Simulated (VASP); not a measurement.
# C (Im-3m) in VASP: a series of runs

C is run at these levels: PBEsol; tasks: single point.

Program: VASP 6.6.1. These are calculated values, not measurements. Logs are shortened: lines on timing, memory, paths and dates and some standing lists are left out, and cuts for length are marked.

### Step 1. The cell of the first run

It takes space group Im-3m (No. 229, cubic). Conventional cell: a = 1.926 Å, b = 1.926 Å, c = 1.926 Å, α = 90.00°, β = 90.00°, γ = 90.00°. C (site symmetry m-3m) has 14 C at 1.67 to 1.93 Å within 2.2 Å.

### Step 2. Single point, PBEsol

File INCAR:

```
PREC = Accurate
ENCUT = 600
EDIFF = 1E-6
ISMEAR = -1
SIGMA = 0.08
LREAL = F
LASPH = T
NELM = 120
ALGO = Normal
ISIF = 2
LWAVE = F
LCHARG = F
GGA = PS
NBANDS = 8
GGA_COMPAT = F
```

File KPOINTS:

```
regular mesh
0
Gamma
  28 28 28
```

File POSCAR:

```
C
1.0
   -0.9629700292      0.9629700292      0.9629700292
    0.9629700292     -0.9629700292      0.9629700292
    0.9629700292      0.9629700292     -0.9629700292
C
1
Direct
    0.0000000000      0.0000000000      0.0000000000
```

Potentials or basis: VASP PAW PBE potentials, release 64 (C).

Started as:

```console
$ cat potpaw_PBE.64/C/POTCAR > POTCAR
$ mpirun -np 1 vasp_std > vasp.out
```

OUTCAR:

```text
PREC = Accurate
   ENCUT = 600
   EDIFF = 1E-6
   ISMEAR = -1
   LREAL = F
   LASPH = T
   NELM = 120
   ISIF = 2
   GGA = PS

 ion  position               nearest neighbor table
   1  0.000  0.000  0.000-

  LATTYP: Found a body centered cubic cell.
 ALAT       =     1.9259400584

  Lattice vectors:

 A1 = (  -0.9629700292,   0.9629700292,   0.9629700292)
 A2 = (   0.9629700292,  -0.9629700292,   0.9629700292)
 A3 = (   0.9629700292,   0.9629700292,  -0.9629700292)

Analysis of symmetry for initial positions (statically):
=====================================================================
 Subroutine PRICEL returns:
 Original cell was already a primitive cell.

 Routine SETGRP: Setting up the symmetry group for a
 body centered cubic supercell.

 Subroutine GETGRP returns: Found 48 space group operations
 (whereof 48 operations were pure point group operations)
 out of a pool of 48 trial point group operations.

The static configuration has the point symmetry O_h .

Analysis of symmetry for dynamics (positions and initial velocities):
=====================================================================
 Subroutine PRICEL returns:
 Original cell was already a primitive cell.

 Routine SETGRP: Setting up the symmetry group for a
 body centered cubic supercell.

 Subroutine GETGRP returns: Found 48 space group operations
 (whereof 48 operations were pure point group operations)
 out of a pool of 48 trial point group operations.

The dynamic configuration has the point symmetry O_h .

 Subroutine INISYM returns: Found 48 space group operations
 (whereof 48 operations are pure point group operations),
 and found     1 'primitive' translations

----------------------------------------------------------------------------------------

                                     Primitive cell

  volume of cell :       3.5719

  direct lattice vectors                    reciprocal lattice vectors
    -0.962970029  0.962970029  0.962970029     0.000000000  0.519226959  0.519226959
     0.962970029 -0.962970029  0.962970029     0.519226959  0.000000000  0.519226959
     0.962970029  0.962970029 -0.962970029     0.519226959  0.519226959  0.000000000

  length of vectors
     1.667913017  1.667913017  1.667913017     0.734297808  0.734297808  0.734297808

  position of ions in fractional coordinates (direct lattice)
     0.000000000  0.000000000  0.000000000

  ion indices of the primitive-cell ions
   primitive index   ion index
                 1           1

----------------------------------------------------------------------------------------

 KPOINTS: regular mesh

Automatic generation of k-mesh.
 Grid dimensions read from file:
 generate k-points for:   28   28   28

 Generating k-lattice:

  Cartesian coordinates                     Fractional coordinates (reciprocal lattice)
     0.000000000  0.018543820  0.018543820     0.035714286  0.000000000  0.000000000
     0.018543820  0.000000000  0.018543820     0.000000000  0.035714286  0.000000000
     0.018543820  0.018543820  0.000000000     0.000000000  0.000000000  0.035714286

  Length of vectors
     0.026224922  0.026224922  0.026224922

  Shift w.r.t. Gamma in fractional coordinates (k-lattice)
     0.000000000  0.000000000  0.000000000

 Subroutine IBZKPT returns following result:
 ===========================================

 Found    624 irreducible k-points:

 Following reciprocal coordinates:
            Coordinates               Weight
  0.000000  0.000000  0.000000      1.000000
  0.035714  0.000000  0.000000     12.000000
  0.071429  0.000000  0.000000     12.000000
  0.107143  0.000000  0.000000     12.000000
  0.142857  0.000000  0.000000     12.000000
  0.178571  0.000000  0.000000     12.000000
[... 16 lines left out ...]
  0.285714  0.035714  0.000000     48.000000
  0.321429  0.035714 -0.000000     48.000000
 [... further k-points ...]
   k-points           NKPTS =    624   k-points in BZ     NKDIM =    624   number of bands    NBANDS=      8
   number of dos      NEDOS =    301   number of ions     NIONS =      1
   total plane-waves  NPLWV =   2744
   dimension x,y,z NGX =    14 NGY =   14 NGZ =   14
   dimension x,y,z NGXF=    28 NGYF=   28 NGZF=   28
   ions per type =               1
   NGX,Y,Z   is equivalent  to a cutoff of  13.95, 13.95, 13.95 a.u.
   NGXF,Y,Z  is equivalent  to a cutoff of  27.91, 27.91, 27.91 a.u.
 SYSTEM =  unknown system
   PREC   = accura    normal or accurate (medium, high low for compatibility)
   ISTART =      0    job   : 0-new  1-cont  2-samecut
   ICHARG =      2    charge: 1-file 2-atom 10-const
   ISPIN  =      1    spin polarized calculation?
   LNONCOLLINEAR =      F non collinear calculations
   LSORBIT =      F    spin-orbit coupling
   LASPH  =      T    aspherical Exc in radial PAW
   ENCUT  =  600.0 eV  44.10 Ry    6.64 a.u.   3.33  3.33  3.33*2*pi/ulx,y,z
   NELM   =    120;   NELMIN=  2; NELMDL= -5     # of ELM steps
   EDIFF  = 0.1E-05   stopping-criterion for ELM
   LREAL  =      F    real-space projection
   EDIFFG = 0.1E-04   stopping-criterion for IOM
   NSW    =      0    number of steps for IOM
   IBRION =     -1    ionic relax: 0-MD 1-quasi-New 2-CG
   NFREE  =      0    steps in history (QN), initial steepest desc. (CG)
   ISIF   =      2    stress and relaxation
   ISYM   =      2    0-nonsym 1-usesym 2-fastsym
   POTIM  = 0.5000    time-step for ionic-motion
   TEBEG  =    0.0;   TEEND  =   0.0 temperature during run
   PSTRESS=    0.0 pullay stress
   NELECT =       4.0000    total number of electrons
   NUPDOWN=      -1.0000    fix difference up-down
   EMIN   =  10.00;   EMAX   =-10.00  energy-range for DOS
   EFERMI =   0.00;   METHOD = LEGACY
   ISMEAR =    -1;   SIGMA  =   0.08  broadening in eV -4-tet -1-fermi 0-gaus
   EFERMI_NEDOS =   21; number of points for ismear=-14 and -15
   IALGO  =     38    algorithm
   IMIX   =      4    mixing-type and parameters
     AMIX     =   0.40;   BMIX     =  1.00
     AMIX_MAG =   1.60;   BMIX_MAG =  1.00
  volume/ion in A,a.u.               =       3.57        24.10
  Fermi-wavevector in a.u.,A,eV,Ry     =   1.700051  3.212631 39.323216  2.890175
  Thomas-Fermi vector in A             =   2.780257
   LORBIT       =      0    0 simple, 1 ext, 2 COOP (PROOUT), +10 PAW based schemes
   GGA     = PS    functional components
   LHFCALC =     F    Hartree Fock is set to
   AEXX    =    0.0000 exact exchange contribution
   IVDW    =     0    specifies the selected vdW correction
   LEPSILON=     F    determine dielectric tensor
   LRPA    =     F    only Hartree local field effects (RPA)
 non-spin polarized calculation
  energy-cutoff  :      600.00
  volume of cell :        3.57
 maximum number of plane-waves:       140
 NGX is ok and might be reduce to    14
   NGX =  7   NGY =  7   NGZ =  7

 number of electron       4.0000000 magnetization

 Free energy of the ion-electron system (eV)
  ---------------------------------------------------
  ext. energy  EPLUGINS =         0.00000000
  ---------------------------------------------------
  free energy    TOTEN  =        -3.24494410 eV

  energy without entropy =       -3.24005646  energy(sigma->0) =       -3.24250028

 E-fermi :  19.8311     XC(G=0): -16.3994

 val. band max:       19.7999342797   @ k =  -0.3929   0.4286   0.2500
 cond. band min:      19.8352158023   @ k =  -0.2857   0.3571   0.0357
 fundamental gap:      0.0352815226
 Fermi energy:        19.8310637049

 k-point     1 :       0.0000    0.0000    0.0000
  band No.  band energies     occupation
      1     -10.7675      2.00000
      2      36.2805      0.00000
      3      36.2805      0.00000
      4      36.2805      0.00000
      5      64.9896      0.00000
      6      64.9896      0.00000
      7      64.9896      0.00000
      8      70.6120      0.00000

 k-point     2 :       0.0357    0.0000    0.0000
  band No.  band energies     occupation
      1     -10.6851      2.00000
      2      36.0418      0.00000
      3      36.0963      0.00000
      4      36.2375      0.00000
      5      64.1540      0.00000
      6      64.2264      0.00000
      7      65.3678      0.00000
      8      68.8084      0.00000

 k-point     3 :       0.0714    0.0000    0.0000
  band No.  band energies     occupation
      1     -10.4379      2.00000
      2      35.3190      0.00000
      3      35.5746      0.00000
      4      36.1100      0.00000
      5      61.9156      0.00000
      6      62.3618      0.00000
      7      66.4710      0.00000
      8      68.2559      0.00000

 k-point     4 :       0.1071    0.0000    0.0000
  band No.  band energies     occupation
      1     -10.0260      2.00000
      2      34.1020      0.00000
      3      34.7937      0.00000
      4      35.9024      0.00000
      5      59.2857      0.00000
      6      60.3510      0.00000
      7      67.2522      0.00000
      8      68.2206      0.00000

 k-point     5 :       0.1429    0.0000    0.0000
  band No.  band energies     occupation
      1      -9.4499      2.00000
      2      32.3993      0.00000
      3      33.8471      0.00000
      4      35.6226      0.00000
      5      57.0410      0.00000
      6      58.3815      0.00000
      7      66.5203      0.00000
      8      69.8427      0.00000
[... 177 lines left out ...]
 k-point    22 :       0.2500    0.0357    0.0000
  band No.  band energies     occupation
      1      -6.0938      2.00000
      2      23.7714      0.00000
      3      30.1316      0.00000
      4      34.0467      0.00000
      5      52.9236      0.00000
      6      53.0526      0.00000
      7      66.5967      0.00000
      8      75.8095      0.00000

 k-point    23 :       0.2857    0.0357    0.0000
  band No.  band energies     occupation
      1      -4.7990      2.00000
      2      20.9710      0.00000
      3      29.2693      0.00000
      4      33.6278      0.00000
      5      51.7889      0.00000
      6      52.7209      0.00000
      7      67.2809      0.00000
      8      77.1522      0.00000

 k-point    24 :       0.3214    0.0357   -0.0000
  band No.  band energies     occupation
      1      -3.3599      2.00000
      2      18.1919      2.00000
      3      28.5270      0.00000
      4      33.2427      0.00000
      5      50.8361      0.00000
      6      52.5821      0.00000
      7      68.1838      0.00000
      8      76.9516      0.00000

 [... further k-points ...]
[... 5 lines left out ...]
  --------------------------------------------------------------------------------------
  -------------------------------------------------------------------------------------
  Total        8.7162811      8.7162811      8.7162811     -0.0000000      0.0000000      0.0000000
  in kB     3909.7006410   3909.7006410   3909.7006410     -0.0000000      0.0000000      0.0000000
  external PRESSURE =    3909.7006410 kB  Pullay stress =       0.0000000 kB

 VOLUME and BASIS-vectors are now :
 -----------------------------------------------------------------------------
  energy-cutoff  :      600.00
  volume of cell :        3.57
      direct lattice vectors                 reciprocal lattice vectors
    -0.962970029  0.962970029  0.962970029     0.000000000  0.519226959  0.519226959
     0.962970029 -0.962970029  0.962970029     0.519226959  0.000000000  0.519226959
     0.962970029  0.962970029 -0.962970029     0.519226959  0.519226959  0.000000000

 POSITION                                       TOTAL-FORCE (eV/Angst)
 -----------------------------------------------------------------------------------
      0.00000      0.00000      0.00000         0.000000      0.000000     -0.000000
 -----------------------------------------------------------------------------------
    total drift:                               -0.000000     -0.000000      0.000000

  FREE ENERGIE OF THE ION-ELECTRON SYSTEM (eV)
  ---------------------------------------------------
  free  energy   TOTEN  =        -3.2449441049 eV

  energy  without entropy=       -3.2400564624  energy(sigma->0) =       -3.24250028
```

Run time: 20 s. Hardware: 1 thread of Intel Xeon 8259CL, shared host; peak memory 0.12 GiB.

What came out:

| Quantity | Value |
| --- | --- |
| Free energy | -3.2449 eV |
| Pressure | 391.0 GPa |
| Band gap on the k mesh | zero (band 2 reaches 36.28 eV, above the bottom of band 3 at 12.18 eV) |

Caveat: the PAW data sets were made with another functional, which shifts forces and pressure a little.

### Step 3. Single point, PBEsol

File INCAR:

```
SYSTEM = C
ALGO = Normal
EDIFF = 1E-6
ENCUT = 600
GGA = PS
GGA_COMPAT = .False.
ISIF = 2
ISMEAR = -1
LASPH = .True.
LCHARG = .False.
LREAL = .False.
LWAVE = .False.
NBANDS = 8
NELM = 120
PREC = Accurate
SIGMA = 0.08
```

File KPOINTS:

```
k-points
0
Gamma
  28 28 28
  0 0 0
```

POSCAR is that of step 2.

Potentials or basis: VASP PAW PBE potentials, release 64 (C).

Started as:

```console
$ cat potpaw_PBE.64/C/POTCAR > POTCAR
$ mpirun -np 1 vasp_std > vasp.out
```

Wall time 22 s (1 thread of Intel Xeon 8259CL, shared host); peak memory 0.12 GiB.

The run converged. Its results:

| Item | Value |
| --- | --- |
| Free energy | -3.2449 eV |
| Pressure | 391.0 GPa |
| Band gap on the k mesh | zero (band 2 reaches 36.28 eV, above the bottom of band 3 at 12.18 eV) |

Levels at points of the mesh, in eV from the Fermi level:
```
           k point  band 1  band 2  band 3  band 4  band 5  band 6
(0.00, 0.00, 0.00)  -30.60   16.45   16.45   16.45   45.16   45.16
(0.50, 0.00, 0.00)  -17.05  -10.80    7.33   12.86   28.61   32.76
(0.50, 0.50, 0.50)   -3.92   -3.92   -3.92   10.83   11.54   11.54
```

Caveat: the PAW data sets were made with another functional, which shifts forces and pressure a little.
